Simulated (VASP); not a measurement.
Write the native input for VASP 6.6.1 that does the following.

- Task: single point
- Functional: PBEsol
- Dispersion: D4
- Potentials or basis: VASP PAW PBE potentials, release 64 (V_sv)
- Cutoff: 520 eV
- k mesh: 12 × 12 × 12
- Occupations: fermi-dirac, width 0.05 eV
- Spin: collinear spin, ferromagnetic start
- Starting moments: [2.0] μB
- Dipole correction: no
- Further INCAR settings: ALGO = Fast; EDIFF = 1e-06; NBANDS = 16

The structure of V lies in POSCAR:

```
V
1.0
   -1.5041862709      1.5041862709      1.5041862709
    1.5041862709     -1.5041862709      1.5041862709
    1.5041862709      1.5041862709     -1.5041862709
V
1
Direct
    0.0000000000      0.0000000000      0.0000000000
```

These files were run (other wordings do the same):

INCAR

```
PREC     = Accurate       # precision mode
ENCUT    = 520            # plane-wave cutoff, eV
EDIFF    = 1E-6           # SCF threshold, eV
ISMEAR   = -1             # smearing method
SIGMA    = 0.05           # smearing width, eV
LREAL    = False          # projectors in reciprocal space
LASPH    = True           # aspherical terms in the spheres
NELM     = 150            # most SCF steps
ALGO     = Fast           # electronic algorithm
ISIF     = 2              # what is computed and relaxed
LWAVE    = False          # write WAVECAR
LCHARG   = True           # write CHGCAR
ISPIN    = 2              # spin polarisation
MAGMOM   = 2              # initial moments
LORBIT   = 11             # projections on sites
LMAXMIX  = 4              # l up to which the mixer works
GGA      = PS             # functional
IVDW     = 13             # dispersion correction
LELF     = True           # ELF
LVHAR    = True         
NBANDS   = 16             # bands
```

KPOINTS

```
regular mesh
0
Gamma
  12 12 12
```

Potentials or basis: VASP PAW PBE potentials, release 64 (V_sv).

Command:

```bash
$ cat potpaw_PBE.64/V_sv/POTCAR > POTCAR
$ mpirun -np 1 vasp_std > vasp.out
```

Results of the run:

```json
{
  "Pressure": "-10.8 GPa",
  "Net moment": "0.01 μB per cell",
  "Valence electrons inside the program's atomic spheres": "V 11.64",
  "Dispersion energy per atom": "-0.188 eV"
}
```

Caveat: the PAW data sets were made with another functional, which shifts forces and pressure a little; pairwise dispersion overbinds metals, which lowers pressure and volume.

Run time: 17 s on 1 thread of Intel(R) Xeon(R) 6975P-C (Granite Rapids) (shared host), peak memory 0.14 GiB.
